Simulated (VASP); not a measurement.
Wanted: the native input for a VASP 6.6.1 run.

- Task: single point
- Functional: PBEsol
- Potentials or basis: VASP PAW PBE potentials, release 64 (K_sv, Cl)
- Cutoff: 500 eV
- k mesh: 6 × 6 × 6
- Occupations: gaussian, width 0.1 eV
- Spin: no spin polarisation
- Dipole correction: no
- Further INCAR settings: ALGO = Normal; EDIFF = 1e-06; NBANDS = 15

The structure of KCl lies in POSCAR:

```
KCl
1.0
    3.6863400114      0.0000000000      0.0000000000
    0.0000000000      3.6863400114      0.0000000000
    0.0000000000      0.0000000000      3.6863400114
K Cl
1 1
Direct
    0.0000000000      0.0000000000      0.0000000000
    0.5000000000      0.5000000000      0.5000000000
```

This cell differs from its parent crystal: Na replaced by K, lengths x 1.083, strained.

These files were run (other wordings do the same):

INCAR

```
SYSTEM = KCl
ALGO     = Normal         ! electronic algorithm
EDIFF    = 1E-6           ! SCF threshold, eV
ENCUT    = 500            ! plane-wave cutoff, eV
GGA      = PS             ! functional
GGA_COMPAT= .False.      
ISIF     = 2              ! what is computed and relaxed
ISMEAR   = 0              ! smearing method
LASPH    = .True.         ! aspherical terms in the spheres
LCHARG   = .True.         ! write CHGCAR
LELF     = .True.         ! ELF
LREAL    = .False.        ! projectors in reciprocal space
LVHAR    = .True.       
LWAVE    = .False.        ! write WAVECAR
NBANDS   = 15             ! bands
NELM     = 120            ! most SCF steps
PREC     = Accurate       ! precision mode
SIGMA    = 0.1            ! smearing width, eV
```

KPOINTS

```
k-points
0
Gamma
  6 6 6
  0 0 0
```

Potentials or basis: VASP PAW PBE potentials, release 64 (K_sv, Cl).

Launch:

```console
$ cat potpaw_PBE.64/K_sv/POTCAR potpaw_PBE.64/Cl/POTCAR > POTCAR
$ mpirun -np 1 vasp_std > vasp.out
```

It gave:

The pressure is 1.1 GPa and the band gap on the k mesh is 5.15 eV (least direct gap 5.38 eV).

Caveat: the cell differs from its parent crystal (Na replaced by K, lengths x 1.083, strained); the PAW data sets were made with another functional, which shifts forces and pressure a little.

Run time: 26 s on 1 thread of Intel Xeon 8259CL, with other jobs on the host, peak memory 0.16 GiB.
